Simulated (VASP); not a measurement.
# Ru (C2/c) in VASP: single point with r2SCAN

Aim: the single point of Ru with r2SCAN.

Everything below comes from runs of VASP 6.6.1. Logs are shortened: lines on timing, memory, paths and dates and some standing lists are left out, and cuts for length are marked.

## (1) The cell of the first run

The typed cell holds 2 atoms: a = 2.592 Å, b = 2.592 Å, c = 4.836 Å, α = 105.53°, β = 105.53°, γ = 120.00°.

## (2) Single point, r2SCAN, collinear spin, ferromagnetic start (11.88 Å³/atom)

File POSCAR:

```
Ru
1.0
   -1.7441252721      1.4300668410      1.2765775969
    1.4300668410     -1.7441252721      1.2765775969
    3.1587517059      3.1587517059     -1.8517761886
Ru
2
Direct
    0.9584460289      0.0415539711      1.0000000000
    0.7915539711      0.2084460289      0.5000000000
```

File INCAR.step1:

```
PREC = Accurate
ENCUT = 550
ISMEAR = -1
SIGMA = 0.05
LREAL = False
LASPH = True
NELM = 200
ISPIN = 2
MAGMOM = 1 1
LMAXMIX = 4
NBANDS = 25
GGA = PE
ALGO = Normal
EDIFF = 1E-5
LWAVE = True
LCHARG = False
GGA_COMPAT = False
KPAR = 4
```

File INCAR.step2:

```
PREC = Accurate
ENCUT = 550
EDIFF = 1E-6
ISMEAR = -1
SIGMA = 0.05
LREAL = False
LASPH = True
NELM = 200
ALGO = Normal
ISIF = 2
LWAVE = False
LCHARG = False
ISPIN = 2
MAGMOM = 1 1
LORBIT = 11
LMAXMIX = 4
METAGGA = R2SCAN
LMIXTAU = True
NBANDS = 25
ISTART = 1
GGA_COMPAT = False
KPAR = 4
```

File KPOINTS:

```
Automatic mesh
0
Gamma
  17 17 8
```

Potentials or basis: VASP PAW PBE potentials, release 64 (Ru_pv).

On the command line:

```bash
$ cat potpaw_PBE.64/Ru_pv/POTCAR > POTCAR
$ cp INCAR.step1 INCAR
$ mpirun -np 4 vasp_std > vasp.out
$ cp INCAR.step2 INCAR
$ mpirun -np 4 vasp_std > vasp.out
```

OUTCAR:

```text
PREC = Accurate
   ENCUT = 550
   EDIFF = 1E-6
   ISMEAR = -1
   LREAL = False
   LASPH = True
   NELM = 200
   ISIF = 2
   ISPIN = 2
   LORBIT = 11
   METAGGA = R2SCAN
   ISTART = 1

 ion  position               nearest neighbor table
   1  0.958  0.042  0.000-   2 2.53   2 2.53   2 2.53   2 2.53   2 2.53   2 2.53
   2  0.792  0.208  0.500-   1 2.53   1 2.53   1 2.53   1 2.53   1 2.53   1 2.53

  Warning from LATTYP: Got some problem with cell dimensions!
  Tried to take original basis but could not verify dimensions!
  LATTYP: Found a base centered monoclinic cell.
 ALAT       =     2.5914989562
 B/A-ratio  =     1.7321965441
 C/A-ratio  =     1.5758007891
 COS(beta)  =    -0.0003713205

  Lattice vectors:

 A1 = (   1.7441252721,  -1.4300668410,  -1.2765775969)
 A2 = (  -1.4300668410,   1.7441252721,  -1.2765775969)
 A3 = (   2.8446932748,   2.8446932748,   0.7013790052)

Analysis of symmetry for initial positions (statically):
=====================================================================
 Subroutine PRICEL returns:
 Original cell was already a primitive cell.

 Routine SETGRP: Setting up the symmetry group for a
 base centered monoclinic supercell.

 Subroutine GETGRP returns: Found  4 space group operations
 (whereof  2 operations were pure point group operations)
 out of a pool of  4 trial point group operations.

The static configuration has the point symmetry C_2 .
 The point group associated with its full space group is C_2h.

Analysis of symmetry for dynamics (positions and initial velocities):
=====================================================================
 Subroutine PRICEL returns:
 Original cell was already a primitive cell.

 Routine SETGRP: Setting up the symmetry group for a
 base centered monoclinic supercell.

 Subroutine GETGRP returns: Found  4 space group operations
 (whereof  2 operations were pure point group operations)
 out of a pool of  4 trial point group operations.

The dynamic configuration has the point symmetry C_2 .
 The point group associated with its full space group is C_2h.

Analysis of structural, dynamic, and magnetic symmetry:
=====================================================================
 Subroutine PRICEL returns:
 Original cell was already a primitive cell.

 Routine SETGRP: Setting up the symmetry group for a
 base centered monoclinic supercell.

 Subroutine GETGRP returns: Found  4 space group operations
 (whereof  2 operations were pure point group operations)
 out of a pool of  4 trial point group operations.

The overall configuration has the point symmetry C_2 .
 The point group associated with its full space group is C_2h.

 Subroutine INISYM returns: Found  4 space group operations
 (whereof  2 operations are pure point group operations),
 and found     1 'primitive' translations

----------------------------------------------------------------------------------------

                                     Primitive cell

  volume of cell :      23.7532

  direct lattice vectors                    reciprocal lattice vectors
    -1.744125272  1.430066841  1.276577597    -0.033791785  0.281249007  0.422111444
     1.430066841 -1.744125272  1.276577597     0.281249007 -0.033791785  0.422111444
     3.158751706  3.158751706 -1.851776189     0.170592077  0.170592077  0.041968369

  length of vectors
     2.591662496  2.591662496  4.835752241     0.508351218  0.508351218  0.244876821

  position of ions in fractional coordinates (direct lattice)
     0.958446029  0.041553971  0.000000000
     0.791553971  0.208446029  0.500000000

  ion indices of the primitive-cell ions
   primitive index   ion index
                 1           1
                 2           2

----------------------------------------------------------------------------------------

 KPOINTS: Automatic mesh

Automatic generation of k-mesh.
 Grid dimensions read from file:
 generate k-points for:   17   17    8

 Generating k-lattice:

  Cartesian coordinates                     Fractional coordinates (reciprocal lattice)
    -0.001987752  0.016544059  0.024830085     0.058823529  0.000000000  0.000000000
     0.016544059 -0.001987752  0.024830085     0.000000000  0.058823529  0.000000000
     0.021324010  0.021324010  0.005246046     0.000000000  0.000000000  0.125000000

  Length of vectors
     0.029903013  0.029903013  0.030609603

  Shift w.r.t. Gamma in fractional coordinates (k-lattice)
     0.000000000  0.000000000  0.000000000

 Subroutine IBZKPT returns following result:
 ===========================================

 Found    621 irreducible k-points:

 Following reciprocal coordinates:
            Coordinates               Weight
  0.000000  0.000000  0.000000      1.000000
  0.058824  0.000000  0.000000      4.000000
  0.117647  0.000000 -0.000000      4.000000
  0.176471  0.000000 -0.000000      4.000000
  0.235294  0.000000 -0.000000      4.000000
  0.294118 -0.000000  0.000000      4.000000
[... 16 lines left out ...]
 -0.176471  0.058824 -0.000000      4.000000
 -0.117647  0.058824 -0.000000      4.000000
 [... further k-points ...]
   k-points           NKPTS =    621   k-points in BZ     NKDIM =    621   number of bands    NBANDS=     25
   number of dos      NEDOS =    301   number of ions     NIONS =      2
   total plane-waves  NPLWV =  16000
   dimension x,y,z NGX =    20 NGY =   20 NGZ =   40
   dimension x,y,z NGXF=    40 NGYF=   40 NGZF=   80
   ions per type =               2
   NGX,Y,Z   is equivalent  to a cutoff of  12.83, 12.83, 13.75 a.u.
   NGXF,Y,Z  is equivalent  to a cutoff of  25.66, 25.66, 27.50 a.u.
 SYSTEM =  unknown system
   PREC   = accura    normal or accurate (medium, high low for compatibility)
   ISTART =      1    job   : 0-new  1-cont  2-samecut
   ICHARG =      0    charge: 1-file 2-atom 10-const
   ISPIN  =      2    spin polarized calculation?
   LNONCOLLINEAR =      F non collinear calculations
   LSORBIT =      F    spin-orbit coupling
   LASPH  =      T    aspherical Exc in radial PAW
   ENCUT  =  550.0 eV  40.42 Ry    6.36 a.u.   4.96  4.96  9.25*2*pi/ulx,y,z
   NELM   =    200;   NELMIN=  2; NELMDL=  0     # of ELM steps
   EDIFF  = 0.1E-05   stopping-criterion for ELM
   LREAL  =      F    real-space projection
   EDIFFG = 0.1E-04   stopping-criterion for IOM
   NSW    =      0    number of steps for IOM
   IBRION =     -1    ionic relax: 0-MD 1-quasi-New 2-CG
   NFREE  =      0    steps in history (QN), initial steepest desc. (CG)
   ISIF   =      2    stress and relaxation
   ISYM   =      2    0-nonsym 1-usesym 2-fastsym
   POTIM  = 0.5000    time-step for ionic-motion
   TEBEG  =    0.0;   TEEND  =   0.0 temperature during run
   PSTRESS=    0.0 pullay stress
   NELECT =      28.0000    total number of electrons
   NUPDOWN=      -1.0000    fix difference up-down
   EMIN   =  10.00;   EMAX   =-10.00  energy-range for DOS
   EFERMI =   0.00;   METHOD = LEGACY
   ISMEAR =    -1;   SIGMA  =   0.05  broadening in eV -4-tet -1-fermi 0-gaus
   EFERMI_NEDOS =   21; number of points for ismear=-14 and -15
   IALGO  =     38    algorithm
   IMIX   =      4    mixing-type and parameters
     AMIX     =   0.40;   BMIX     =  1.00
     AMIX_MAG =   1.60;   BMIX_MAG =  1.00
  volume/ion in A,a.u.               =      11.88        80.15
  Fermi-wavevector in a.u.,A,eV,Ry     =   1.729366  3.268028 40.691049  2.990708
  Thomas-Fermi vector in A             =   2.804125
   LORBIT       =     11    0 simple, 1 ext, 2 COOP (PROOUT), +10 PAW based schemes
   METAGGA = R2SCAN    functional components
   LHFCALC =     F    Hartree Fock is set to
   AEXX    =    0.0000 exact exchange contribution
   IVDW    =     0    specifies the selected vdW correction
   LEPSILON=     F    determine dielectric tensor
   LRPA    =     F    only Hartree local field effects (RPA)
 spin polarized calculation
  energy-cutoff  :      550.00
  volume of cell :       23.75
 maximum number of plane-waves:       713
   NGX =  9   NGY =  9   NGZ = 19

 number of electron      27.9999998 magnetization      -0.0000001

 number of electron      27.9999998 magnetization       0.0000002

 Free energy of the ion-electron system (eV)
  ---------------------------------------------------
  ext. energy  EPLUGINS =         0.00000000
  ---------------------------------------------------
  free energy    TOTEN  =       -50.29019811 eV

  energy without entropy =      -50.27724937  energy(sigma->0) =      -50.28372374

 E-fermi :  15.3698     XC(G=0): -16.3806

 val. band max:       15.3621063903   @ k =  -0.0588  -0.2941   0.2500
 cond. band min:      15.3709963374   @ k =  -0.4118   0.2941   0.2500
 fundamental gap:      0.0088899471
 Fermi energy:        15.3697677446

 spin component 1

 k-point     1 :       0.0000    0.0000    0.0000
  band No.  band energies     occupation
      1     -30.4022      1.00000
      2     -28.8644      1.00000
      3     -28.8637      1.00000
      4     -28.5854      1.00000
      5     -28.5847      1.00000
      6     -28.4986      1.00000
[... 17 lines left out ...]
     24      34.7935      0.00000
     25      40.5341      0.00000
[... 621 lines left out ...]
      3     -28.9113      1.00000
      4     -28.7164      1.00000
      5     -28.6074      1.00000
      6     -28.5355      1.00000
[... 17 lines left out ...]
     24      35.2949      0.00000
     25      37.5918      0.00000

 [... further k-points ...]

 spin component 2

 k-point     1 :       0.0000    0.0000    0.0000
  band No.  band energies     occupation
      1     -30.4022      1.00000
      2     -28.8644      1.00000
      3     -28.8637      1.00000
      4     -28.5854      1.00000
      5     -28.5847      1.00000
      6     -28.4986      1.00000
[... 17 lines left out ...]
     24      34.7935      0.00000
     25      40.5395      0.00000
[... 621 lines left out ...]
      3     -28.9113      1.00000
      4     -28.7164      1.00000
      5     -28.6074      1.00000
      6     -28.5355      1.00000
[... 17 lines left out ...]
     24      35.2949      0.00000
     25      37.5918      0.00000

 [... further k-points ...]

------------------------ aborting loop because EDIFF is reached ----------------------------------------

  FORCE on cell =-STRESS in cart. coord.  units (eV):
  Direction    XX          YY          ZZ          XY          YZ          ZX
  --------------------------------------------------------------------------------------
  -------------------------------------------------------------------------------------
  Total        9.1919676      9.1919676      8.8725653      0.3115058      0.0705979      0.0705979
  in kB      620.0082917    620.0082917    598.4642532     21.0114103      4.7619074      4.7619089
  external PRESSURE =     612.8269456 kB  Pullay stress =       0.0000000 kB

 VOLUME and BASIS-vectors are now :
 -----------------------------------------------------------------------------
  energy-cutoff  :      550.00
  volume of cell :       23.75
      direct lattice vectors                 reciprocal lattice vectors
    -1.744125272  1.430066841  1.276577597    -0.033791785  0.281249007  0.422111444
     1.430066841 -1.744125272  1.276577597     0.281249007 -0.033791785  0.422111444
     3.158751706  3.158751706 -1.851776189     0.170592077  0.170592077  0.041968369

 POSITION                                       TOTAL-FORCE (eV/Angst)
 -----------------------------------------------------------------------------------
     -1.61222      1.29817      1.27658         0.014325     -0.014325      0.000000
      0.49690      2.34779      0.35069        -0.014325      0.014325     -0.000000
 -----------------------------------------------------------------------------------
    total drift:                                0.000000     -0.000000      0.000000

  FREE ENERGIE OF THE ION-ELECTRON SYSTEM (eV)
  ---------------------------------------------------
  free  energy   TOTEN  =       -50.2901981113 eV

  energy  without entropy=      -50.2772493750  energy(sigma->0) =      -50.28372374

 total charge

# of ion       s       p       d       tot
------------------------------------------
    1        0.464   6.410   6.129  13.003
    2        0.464   6.410   6.129  13.003
--------------------------------------------------
tot          0.928  12.821  12.257  26.006

 magnetization (x)

# of ion       s       p       d       tot
------------------------------------------
    1       -0.000   0.000  -0.000  -0.000
    2       -0.000   0.000  -0.000  -0.000
--------------------------------------------------
tot         -0.000   0.000  -0.000  -0.000
```

Wall time 4.5 min (4 MPI ranks of Intel Xeon 6975P-C (Granite Rapids), shared host); peak memory 0.58 GiB.

What came out:

| Property | Result |
| --- | --- |
| Free energy | -50.2902 eV |
| Pressure | 61.3 GPa |
| Largest force | 0.020 eV/Å |
| Band gap on the k mesh | zero (filled and empty bands overlap) |
| Net moment | 0.00 μB per cell |
| Valence electrons inside the program's atomic spheres | Ru 13.00 |

Forces on the atoms (eV/Å):
```
Ru   0.014 -0.014  0.000
Ru  -0.014  0.014  0.000
```

Caveat: the cell stands under pressure; an empty level that is flat over the whole mesh can mark a ghost state of the potentials, or a narrow d or f band; the PAW data sets were made with another functional, which shifts forces and pressure a little.
